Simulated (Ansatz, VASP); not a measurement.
# Two plane-wave programs on Ti

```
Ti
1.0
    -1.61638    1.64100    1.64100
     1.61638   -1.64100    1.64100
     1.61638    1.64100   -1.64100
Ti
1
Direct
  0.00000 0.00000 0.00000
```

Change from the starting cell: strain -0.0150 x Voigt [1, 0, 0, 0, 0, 0], atoms carried along.

Alike in both runs: task single point; functional PBEsol; k mesh 20 × 20 × 20; occupations gaussian, width 0.15 eV; no spin polarisation.

|  | VASP | Ansatz |
| --- | --- | --- |
| version | VASP 6.6.1 | Ansatz 0.2.0 |
| potentials or method | VASP PAW PBE potentials, release 64 (Ti_sv), cutoff 520 eV | scalar-relativistic, plane waves, PAW |
| valence electrons in the cell | 12 | 12 |

```tsv
	VASP	Ansatz	Ansatz less VASP
gap on the k mesh at the Fermi level (eV)	none	none	-
pressure (GPa)	-5.5	-5.3	+0.20
traceless stress, the component that is largest in VASP (GPa)	-0.27	-0.27	0.000
```

VASP's potentials were made for PBE, not for PBEsol. A gap of «none» marks a metal or a gap that the smearing closes.
